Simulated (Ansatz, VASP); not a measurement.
## Si: VASP beside Ansatz

```
Si
1.0
     0.00000    2.42075    2.42075
     2.42075    0.00000    2.42075
     2.42075    2.42075    0.00000
Si
2
Direct
  0.87500 0.87500 0.87500
  0.12500 0.12500 0.12500
```

Change from the starting cell: volume scaled by 0.72, LAPW.

Alike in both runs: task single point; functional LDA; k mesh 13 × 13 × 13; occupations fermi-dirac, width 0.1 eV; no spin polarisation.

|  | VASP | Ansatz |
| --- | --- | --- |
| version | VASP 6.6.1 | Ansatz 0.2.0 |
| potentials or method | VASP PAW LDA potentials, release 64 (Si), cutoff 520 eV | all-electron LAPW, scalar-relativistic |

|  | VASP | Ansatz | Ansatz less VASP |
| --- | --- | --- | --- |
| pressure (GPa) | 61.5 | 61.0 | -0.57 |

LDA's correlation is that of Perdew and Zunger in VASP and of Perdew and Wang (1992) in Ansatz. Both programs put the cell under a high pressure, so it lies far from rest at this level. Ansatz ran all-electron here, and VASP with PAW potentials.

Noted on VASP's run: the cell as given lies far from equilibrium.
